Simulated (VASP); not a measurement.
## Si18HC18 (a cell with a defect): single point with PBE

System: Si18HC18 (a cell with a defect).

```
Si C H
1.0
     0.00000    5.35539    5.07429
    -4.63790   -2.67770    5.07429
     4.63790   -2.67770    5.07429
Si C H
18 18 1
Cartesian
  -1.5256 -0.8889 7.5819
  -3.0831 1.7839 7.5862
  1.5385 -0.8845 7.5907
  0.0667 1.8784 2.5579
  0.0105 1.7713 7.5819
  -0.0048 -3.5728 7.5743
  -1.5901 -0.9915 2.5584
  3.0952 1.7963 7.5744
  1.5446 -0.8879 2.5057
  0.0050 -1.7827 10.1062
  -1.5441 0.8954 10.1154
  -1.5394 0.8928 5.0484
  1.5581 0.8991 5.0393
  1.5499 0.8930 10.1062
  -3.0989 -1.7832 5.0475
  0.0039 -1.7930 5.0393
  -0.0018 3.5812 5.0474
  3.0667 -1.7664 4.9511
  -1.5376 -0.8893 9.4851
  -3.0916 1.7889 9.4928
  1.5635 -0.8987 9.4744
  0.0044 1.7966 4.4283
  0.0048 1.7821 9.4851
  -0.0021 -3.5657 9.4808
  -1.5503 -0.8962 4.4285
  3.0904 1.7909 9.4810
  1.5273 -0.8778 4.4030
  0.0280 -1.7905 6.9434
  -1.5378 0.8918 6.9493
  3.1477 -1.8130 6.9111
  -3.0917 -1.7708 6.9584
  1.5681 0.8767 6.9434
  1.5292 0.8791 12.0154
  -0.0090 3.5687 6.9585
  0.0068 -1.7580 12.0154
  -1.5538 0.9010 12.0225
  -0.5404 0.3133 1.6197
```

This cell differs from its parent crystal: with an interstitial atom, then relaxed in part.

```json
{"Program": "VASP 6.6.1", "Task": "single point", "Functional": "PBE", "Potentials or basis": "VASP PAW PBE potentials, release 64 (Si, C, H)", "Cutoff": "520 eV", "k mesh": "2 × 2 × 2, shifted", "Occupations": "gaussian, width 0.01 eV", "Spin": "no spin polarisation"}
```

| Property | Result |
| --- | --- |
| Largest force | 0.041 eV/Å |

Forces in eV/Å, atoms in the order of the input:
```
Si   0.002 -0.001 -0.001
Si  -0.001  0.000 -0.003
Si   0.009 -0.005 -0.006
Si   0.005  0.001 -0.002
Si   0.001 -0.001 -0.002
Si   0.001 -0.001 -0.002
Si   0.001 -0.006 -0.003
Si   0.000  0.000 -0.001
Si  -0.001  0.001 -0.001
Si   0.002 -0.001  0.001
Si   0.000  0.001  0.001
Si   0.000 -0.001 -0.002
Si   0.000 -0.001 -0.001
Si   0.001  0.000  0.001
Si   0.000 -0.001 -0.002
Si   0.001  0.001 -0.001
Si  -0.001 -0.002 -0.002
Si   0.000  0.000 -0.003
C    0.002  0.003  0.007
C    0.003  0.000  0.001
C    0.000 -0.001  0.008
C   -0.002  0.001  0.003
C   -0.002 -0.005  0.009
C   -0.002  0.002  0.000
C   -0.003  0.000  0.001
C   -0.004 -0.001 -0.005
C    0.001 -0.001  0.003
C   -0.003 -0.008  0.000
C   -0.002  0.003  0.001
C   -0.034  0.022  0.008
C   -0.001 -0.005 -0.006
C    0.002  0.007  0.003
C   -0.005 -0.003 -0.002
C    0.004  0.006 -0.003
C    0.001  0.006 -0.004
C    0.001  0.001  0.004
H    0.024 -0.013 -0.001
```

Levels at points of the mesh, in eV from the Fermi level:
| k point | band 68 | band 69 | band 70 | band 71 | band 72 | band 73 | band 74 | band 75 | band 76 | band 77 |
| --- | --- | --- | --- | --- | --- | --- | --- | --- | --- | --- |
| (0.25, 0.25, 0.25) | -0.92 | -0.83 | -0.82 | -0.18 | -0.09 | 2.68 | 3.40 | 3.41 | 3.57 | 3.60 |

Run time: 2.6 min on 1 thread of Intel(R) Xeon(R) 6975P-C (Granite Rapids), on a shared host, peak memory 0.45 GiB.

Caveat: the cell carries a net charge on a neutralising background, which shifts energy and pressure; the cell differs from its parent crystal (with an interstitial atom, then relaxed in part); the cell is charged against a uniform background, so pressure and absolute levels hang on convention.
